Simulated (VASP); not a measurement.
Crystal: InSb.

```
In Sb
1.0
     0.00000    3.25993    3.25993
     3.25993    0.00000    3.25993
     3.25993    3.25993    0.00000
In Sb
1 1
Direct
  0.00000 0.00000 0.00000
  0.25000 0.25000 0.25000
```

Base run:

| Quantity | Value |
| --- | --- |
| Program | VASP 6.6.1 |
| Functional | HF |
| Potentials or basis | VASP PAW PBE potentials, release 64 (In_d, Sb) |
| Cutoff | 520 eV |
| k mesh | 4 × 4 × 4 |
| Occupations | gaussian, width 0.1 eV |
| Spin | no spin polarisation |

Its results: band gap on the k mesh 10.16 eV, indirect (least direct gap 11.64 eV); pressure -17.7 GPa.

The run is repeated on the same cell with these changes: functional from HF to PBE0; further incar settings from ALGO = Normal; EDIFF = 1e-07; NBANDS = 16 to ALGO = Normal; EDIFF = 1e-06; NBANDS = 16. What comes out?

Band gap on the k mesh 1.11 eV, direct; pressure 0.0 GPa.

Caveats: the PAW data sets were made with another functional, which shifts forces and pressure a little; spin-orbit coupling is left out, which moves the levels of the heavy elements.

A k mesh can miss the band edges.
